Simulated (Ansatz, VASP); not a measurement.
## Two plane-wave programs on NaOs

```
Na Os
1.0
     5.27182    0.00000   -0.00164
     0.00000    4.04351    0.00000
    -0.01309    0.00000    9.37176
Na Os
4 4
Direct
  0.62442 0.25000 0.72934
  0.12093 0.75000 0.66084
  0.87907 0.25000 0.33916
  0.37558 0.75000 0.27066
  0.62504 0.25000 0.04678
  0.12561 0.25000 0.04164
  0.37496 0.75000 0.95322
  0.87439 0.75000 0.95836
```

Change from the starting cell: the structure that the rattled cell fell into.

Alike in both runs: functional PBE; k mesh 6 × 8 × 4; occupations gaussian, width 0.1 eV; no spin polarisation.

Ansatz relaxed the structure, and its values are those at the end. VASP's run is a single point on that final structure, the one shown.

```csv
,VASP,Ansatz
version,VASP 6.6.1,Ansatz 0.2.0
potentials or method,"VASP PAW PBE potentials, release 64 (Na_pv, Os), cutoff 520 eV","scalar-relativistic, plane waves, PAW"
valence electrons in the cell,60,100
```

|  | VASP | Ansatz | Ansatz less VASP |
| --- | --- | --- | --- |
| gap on the k mesh at the Fermi level (eV) | none | none | - |
| pressure (GPa) | -0.2 | 0.0 | +0.17 |
| rms of the force components (eV/Å) | 0.007 | 0.002 | -0.0057 |

A gap of «none» marks a metal or a gap that the smearing closes. The functional is the same, so the differences come from potentials, cutoffs and numerics. VASP's potentials hold 60 valence electrons a cell and Ansatz's 100, so a difference there can come from the potentials and not from the codes.

Neither program's run includes spin-orbit coupling.
